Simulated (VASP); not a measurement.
Write the native input for VASP 6.6.1 that does the following.

```
Task                   : single point
Functional             : r2SCAN
Potentials or basis    : VASP PAW PBE potentials, release 64 (Ti_sv, Ga_d, S)
Cutoff                 : 520 eV
k mesh                 : 12 × 12 × 4
Occupations            : gaussian, width 0.1 eV
Spin                   : no spin polarisation
Dipole correction      : no
Further INCAR settings : ALGO = Normal; EDIFF = 1e-07; NBANDS = 36
```

Crystal: Ti2GaS3.

```
CELL_PARAMETERS angstrom
3.32538 0.00000 0.00000
-1.66269 2.87987 0.00000
0.00000 0.00000 10.82317
ATOMIC_POSITIONS crystal
Ti 0.00000 0.00000 0.34857
Ti 0.00000 0.00000 0.65143
Ga 0.00000 0.00000 0.00000
S 0.33333 0.66667 0.21128
S 0.33333 0.66667 0.50000
S 0.33333 0.66667 0.78872
```

The input as run:

POSCAR

```
Ti2GaS3
1.0
    3.3253834921      0.0000000000      0.0000000000
   -1.6626917460      2.8798665815      0.0000000000
    0.0000000000      0.0000000000     10.8231733408
Ti Ga S
2 1 3
Direct
    0.0000000000      0.0000000000      0.3485740472
    0.0000000000      0.0000000000      0.6514259528
    0.0000000000      0.0000000000      0.0000000000
    0.3333333333      0.6666666667      0.2112835351
    0.3333333333      0.6666666667      0.5000000000
    0.3333333333      0.6666666667      0.7887164649
```

INCAR.step1

```
SYSTEM = Ti2GaS3
ALGO     = Normal         ! electronic algorithm
EDIFF    = 1E-4           ! SCF threshold, eV
ENCUT    = 520            ! plane-wave cutoff, eV
GGA      = PE             ! functional
ISMEAR   = 0              ! smearing method
LASPH    = .TRUE.         ! aspherical terms in the spheres
LCHARG   = .FALSE.        ! write CHGCAR
LREAL    = .FALSE.        ! projectors in reciprocal space
LWAVE    = .TRUE.         ! write WAVECAR
NBANDS   = 36             ! bands
NELM     = 100            ! most SCF steps
PREC     = Accurate       ! precision mode
SIGMA    = 0.1            ! smearing width, eV
```

INCAR.step2

```
SYSTEM = Ti2GaS3
ALGO     = Normal         ! electronic algorithm
EDIFF    = 1E-7           ! SCF threshold, eV
ENCUT    = 520            ! plane-wave cutoff, eV
ISIF     = 2              ! what is computed and relaxed
ISMEAR   = 0              ! smearing method
ISTART   = 1            
LASPH    = .TRUE.         ! aspherical terms in the spheres
LCHARG   = .FALSE.        ! write CHGCAR
LMIXTAU  = .TRUE.       
LREAL    = .FALSE.        ! projectors in reciprocal space
LWAVE    = .FALSE.        ! write WAVECAR
METAGGA  = R2SCAN         ! meta-GGA
NBANDS   = 36             ! bands
NELM     = 100            ! most SCF steps
PREC     = Accurate       ! precision mode
SIGMA    = 0.1            ! smearing width, eV
```

KPOINTS

```
k-points
0
G
  12 12 4
  0 0 0
```

Potentials or basis: VASP PAW PBE potentials, release 64 (Ti_sv, Ga_d, S).

Run with:

```console
$ cat potpaw_PBE.64/Ti_sv/POTCAR potpaw_PBE.64/Ga_d/POTCAR potpaw_PBE.64/S/POTCAR > POTCAR
$ cp INCAR.step1 INCAR
$ mpirun -np 1 vasp_std > vasp.out
$ cp INCAR.step2 INCAR
$ mpirun -np 1 vasp_std > vasp.out
```

Results of the run:

```json
{
  "Pressure": "-0.4 GPa",
  "Largest force": "0.122 eV/Å",
  "Band gap on the k mesh": "zero (an odd number of electrons rules out a gap without spin polarisation)"
}
```

Caveat: the PAW data sets were made with another functional, which shifts forces and pressure a little.

Wall time 8.1 min on 1 thread of Intel(R) Xeon(R) 6975P-C (Granite Rapids), on a shared host, peak memory 0.38 GiB.
